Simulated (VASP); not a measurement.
# TaN (P-6m2) in VASP: single point with r2SCAN+U

Aim: the single point of TaN with r2SCAN+U.

Program: VASP 6.6.1. These are calculated values, not measurements. Logs are shortened: lines on timing, memory, paths and dates and some standing lists are left out, and cuts for length are marked.

## Step 1: The cell of the first run

The structure is hexagonal, space group P-6m2 (No. 187). The conventional cell has a = 2.938 Å, b = 2.938 Å, c = 2.883 Å, α = 90.00°, β = 90.00°, γ = 120.00°. Within 3.0 Å of Ta (site symmetry -6m2) lie 6 N at 2.23 Å and 8 Ta at 2.88 to 2.94 Å. N (site symmetry -6m2) has 6 Ta at 2.23 Å and 8 N at 2.88 to 2.94 Å within 3.0 Å.

## Step 2: Single point, r2SCAN+U, collinear spin, zero start

File POSCAR:

```
TaN
1.0
    2.9380011100      0.0000000000      0.0000000000
   -1.4690005500      2.5443836000      0.0000000000
    0.0000000000      0.0000000000      2.8830022100
Ta N
1 1
Direct
    0.3333333333      0.6666666667      0.5000000000
    0.0000000000      0.0000000000      0.0000000000
```

File INCAR.step1:

```
PREC = Accurate
ENCUT = 520
ISMEAR = 0
SIGMA = 0.05
LREAL = F
LASPH = T
NELM = 150
ISPIN = 2
MAGMOM = 0 0
LMAXMIX = 4
LDAU = T
LDAUTYPE = 2
LDAUL = 2 -1
LDAUU = 3 0
LDAUJ = 0 0
NBANDS = 19
GGA = PE
ALGO = Normal
EDIFF = 1E-4
LWAVE = T
LCHARG = F
```

File INCAR.step2:

```
PREC = Accurate
ENCUT = 520
EDIFF = 1E-7
ISMEAR = 0
SIGMA = 0.05
LREAL = F
LASPH = T
NELM = 150
ALGO = Normal
ISIF = 2
LWAVE = F
LCHARG = F
ISPIN = 2
MAGMOM = 0 0
LORBIT = 11
LMAXMIX = 4
LDAU = T
LDAUTYPE = 2
LDAUL = 2 -1
LDAUU = 3 0
LDAUJ = 0 0
LDAUPRINT = 1
METAGGA = R2SCAN
LMIXTAU = T
NBANDS = 19
ISTART = 1
```

File KPOINTS:

```
Automatic mesh
0
Gamma
  7 7 7
```

Potentials or basis: VASP PAW PBE potentials, release 64 (Ta_pv, N).

On the command line:

```
$ cat potpaw_PBE.64/Ta_pv/POTCAR potpaw_PBE.64/N/POTCAR > POTCAR
$ cp INCAR.step1 INCAR
$ mpirun -np 1 vasp_std > vasp.out
$ cp INCAR.step2 INCAR
$ mpirun -np 1 vasp_std > vasp.out
```

OUTCAR:

```text
PREC = Accurate
   ENCUT = 520
   EDIFF = 1E-7
   ISMEAR = 0
   LREAL = F
   LASPH = T
   NELM = 150
   ISIF = 2
   ISPIN = 2
   LORBIT = 11
   METAGGA = R2SCAN
   ISTART = 1

 ion  position               nearest neighbor table
   1  0.333  0.667  0.500-   2 2.23   2 2.23   2 2.23   2 2.23   2 2.23   2 2.23
   2  0.000  0.000  0.000-   1 2.23   1 2.23   1 2.23   1 2.23   1 2.23   1 2.23

  LATTYP: Found a hexagonal cell.
 ALAT       =     2.9380011100
 C/A-ratio  =     0.9812801636

  Lattice vectors:

 A1 = (   2.9380011100,   0.0000000000,   0.0000000000)
 A2 = (  -1.4690005500,   2.5443836000,   0.0000000000)
 A3 = (   0.0000000000,   0.0000000000,   2.8830022100)

Analysis of symmetry for initial positions (statically):
=====================================================================
 Subroutine PRICEL returns:
 Original cell was already a primitive cell.

 Routine SETGRP: Setting up the symmetry group for a
 hexagonal supercell.

 Subroutine GETGRP returns: Found 12 space group operations
 (whereof 12 operations were pure point group operations)
 out of a pool of 24 trial point group operations.

The static configuration has the point symmetry D_3h.

Analysis of symmetry for dynamics (positions and initial velocities):
=====================================================================
 Subroutine PRICEL returns:
 Original cell was already a primitive cell.

 Routine SETGRP: Setting up the symmetry group for a
 hexagonal supercell.

 Subroutine GETGRP returns: Found 12 space group operations
 (whereof 12 operations were pure point group operations)
 out of a pool of 24 trial point group operations.

The dynamic configuration has the point symmetry D_3h.

Analysis of structural, dynamic, and magnetic symmetry:
[... 179 lines left out ...]
  o =  0.1768  v =  0.0000  0.0000  0.0000  0.0000  0.0000  0.0000  0.5330  0.0000 -0.8461 -0.0000      0.0000  0.0000  0.0000  0.0000  0.0000  0.0000  0.0000  0.0000  0.0000  0.0000
  o =  0.1768  v = -0.0000  0.8461 -0.0000  0.5330  0.0000  0.0000  0.0000  0.0000  0.0000  0.0000      0.0000  0.0000  0.0000  0.0000  0.0000  0.0000  0.0000  0.0000  0.0000  0.0000
  o =  0.1768  v =  0.0000  0.0000  0.0000  0.0000  0.0000 -0.0000  0.8461  0.0000  0.5330 -0.0000      0.0000  0.0000  0.0000  0.0000  0.0000  0.0000  0.0000  0.0000  0.0000  0.0000
  o =  0.2604  v =  0.1455 -0.0000 -0.0000  0.0000  0.9894  0.0000  0.0000  0.0000  0.0000  0.0000      0.0000  0.0000  0.0000  0.0000  0.0000  0.0000  0.0000  0.0000  0.0000  0.0000
  o =  0.2604  v = -0.9894 -0.0000 -0.0000 -0.0000  0.1455  0.0000  0.0000  0.0000  0.0000  0.0000      0.0000  0.0000  0.0000  0.0000  0.0000  0.0000  0.0000  0.0000  0.0000  0.0000
  o =  0.2604  v =  0.0000  0.0000  0.0000  0.0000  0.0000  0.1084  0.0000 -0.0000  0.0000  0.9941      0.0000  0.0000  0.0000  0.0000  0.0000  0.0000  0.0000  0.0000  0.0000  0.0000
  o =  0.2604  v =  0.0000  0.0000  0.0000  0.0000  0.0000 -0.9941  0.0000 -0.0000 -0.0000  0.1084      0.0000  0.0000  0.0000  0.0000  0.0000  0.0000  0.0000  0.0000  0.0000  0.0000
  o =  0.3106  v =  0.0000  0.0000  0.0000  0.0000  0.0000 -0.0000 -0.0000  1.0000  0.0000  0.0000      0.0000  0.0000  0.0000  0.0000  0.0000  0.0000  0.0000  0.0000  0.0000  0.0000
  o =  0.3106  v = -0.0000  0.0000  1.0000  0.0000  0.0000  0.0000  0.0000  0.0000  0.0000  0.0000      0.0000  0.0000  0.0000  0.0000  0.0000  0.0000  0.0000  0.0000  0.0000  0.0000

 number of electron      16.0000001 magnetization       0.0000000

 Free energy of the ion-electron system (eV)
  ---------------------------------------------------
  ext. energy  EPLUGINS =         0.00000000
  ---------------------------------------------------
  free energy    TOTEN  =       -57.67494197 eV

  energy without entropy =      -57.67449514  energy(sigma->0) =      -57.67471855

 E-fermi :   8.6822     XC(G=0): -14.3586

 val. band max:        8.6725419959   @ k =   0.0000   0.0000   0.2857
 cond. band min:       9.3232010687   @ k =   0.0000   0.0000   0.2857
 fundamental gap:      0.6506590728
 Fermi energy:         8.6822127385

 spin component 1

 k-point     1 :       0.0000    0.0000    0.0000
  band No.  band energies     occupation
      1     -28.1704      1.00000
      2     -27.9174      1.00000
      3     -27.9174      1.00000
      4     -10.4428      1.00000
      5       3.7070      1.00000
      6       3.7070      1.00000
[... 1049 lines left out ...]
     18      27.3396      0.00000
     19      32.6652      0.00000

 [... further k-points ...]

------------------------ aborting loop because EDIFF is reached ----------------------------------------

  FORCE on cell =-STRESS in cart. coord.  units (eV):
  Direction    XX          YY          ZZ          XY          YZ          ZX
  --------------------------------------------------------------------------------------
  -------------------------------------------------------------------------------------
  Total        1.4133766      1.4133766      1.6815325      0.0000000      0.0000000      0.0000000
  in kB      105.0724731    105.0724733    125.0075774      0.0000002      0.0000000      0.0000000
  external PRESSURE =     111.7175080 kB  Pullay stress =       0.0000000 kB

 VOLUME and BASIS-vectors are now :
 -----------------------------------------------------------------------------
  energy-cutoff  :      520.00
  volume of cell :       21.55
      direct lattice vectors                 reciprocal lattice vectors
     2.938001110  0.000000000  0.000000000     0.340367468  0.196511249  0.000000000
    -1.469000550  2.544383600  0.000000000     0.000000000  0.393022499  0.000000000
     0.000000000  0.000000000  2.883002210     0.000000000  0.000000000  0.346860643

 POSITION                                       TOTAL-FORCE (eV/Angst)
 -----------------------------------------------------------------------------------
      0.00000      1.69626      1.44150        -0.000000      0.000000      0.000000
      0.00000      0.00000      0.00000         0.000000     -0.000000      0.000000
 -----------------------------------------------------------------------------------
    total drift:                                0.000001     -0.000000     -0.000000

  FREE ENERGIE OF THE ION-ELECTRON SYSTEM (eV)
  ---------------------------------------------------
  free  energy   TOTEN  =       -57.6749419663 eV

  energy  without entropy=      -57.6744951433  energy(sigma->0) =      -57.67471855

 total charge

# of ion       s       p       d       tot
------------------------------------------
    1        0.323   6.279   2.320   8.922
    2        1.241   2.555   0.000   3.796
--------------------------------------------------
tot          1.563   8.834   2.320  12.717

 magnetization (x)

# of ion       s       p       d       tot
------------------------------------------
    1       -0.000  -0.000  -0.000  -0.000
    2        0.000   0.000   0.000   0.000
--------------------------------------------------
tot         -0.000  -0.000  -0.000  -0.000
```

OUTCAR.step1:

```text
PREC = Accurate
   ENCUT = 520
   ISMEAR = 0
   LREAL = F
   LASPH = T
[... 1305 lines left out ...]
 -----------------------------------------------------------------------------------
      0.00000      1.69626      1.44150         0.000000     -0.000000      0.000000
      0.00000      0.00000      0.00000        -0.000000      0.000000      0.000000
 -----------------------------------------------------------------------------------
    total drift:                               -0.000000     -0.000000     -0.000000

  FREE ENERGIE OF THE ION-ELECTRON SYSTEM (eV)
  ---------------------------------------------------
  free  energy   TOTEN  =       -19.7120996080 eV

  energy  without entropy=      -19.7118987085  energy(sigma->0) =      -19.71199916
```

Wall time 3 min (1 thread of Intel Xeon 8259CL, shared host); peak memory 0.17 GiB.

Results:

* Free energy: -57.6749 eV
* Pressure: 11.2 GPa
* Band gap on the k mesh: zero (filled and empty bands overlap)
* Net moment: 0.00 μB per cell
* Valence electrons inside the program's atomic spheres: Ta 8.92; N 3.80

Eigenvalues of the final occupation matrices:
```tsv
site	spin	trace	eigenvalues
site 1 d	1	1.19	0.18 0.18 0.26 0.26 0.31
site 1 d	2	1.19	0.18 0.18 0.26 0.26 0.31
```

Caveat: the cell stands under pressure; the PAW data sets were made with another functional, which shifts forces and pressure a little; spin-orbit coupling is left out, which moves the levels of the heavy elements.
